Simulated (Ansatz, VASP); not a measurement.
Two plane-wave programs on InGa3P4

```
In Ga P
1.0
     5.50615    0.00000    0.00000
     0.00000    5.50615    0.00000
     0.00000    0.00000    5.50615
In Ga P
1 3 4
Direct
  0.50000 0.50000 0.50000
  0.00000 0.00000 0.50000
  0.00000 0.50000 0.00000
  0.50000 0.00000 0.00000
  0.76049 0.76049 0.76049
  0.76049 0.23951 0.23951
  0.23951 0.76049 0.23951
  0.23951 0.23951 0.76049
```

Alike in both runs: functional PBE; k mesh 6 × 6 × 6; occupations gaussian, width 0.02 eV; no spin polarisation.

Ansatz relaxed the structure, and its values are those at the end. VASP's run is a single point on that final structure, the one shown.

|  | VASP | Ansatz |
| --- | --- | --- |
| version | VASP 6.6.1 | Ansatz 0.2.0 |
| potentials or method | VASP PAW PBE potentials, release 64 (In_d, Ga_d, P), cutoff 520 eV | scalar-relativistic, plane waves, PAW |
| valence electrons in the cell | 72 | 72 |

VASP gave:

```
gap on the k mesh at the Fermi level (eV) : 1.34
least direct gap on the mesh (eV)         : 1.34
pressure (GPa)                            : 5.0
rms of the force components (eV/Å)        : 0.004
```

**Question.** Estimate Ansatz's values.

**Answer.** gap on the k mesh at the Fermi level (eV): 1.34; least direct gap on the mesh (eV): 1.34; pressure (GPa): 5.1; rms of the force components (eV/Å): 0.003.

Ansatz's warnings: stress scf threshold loose.
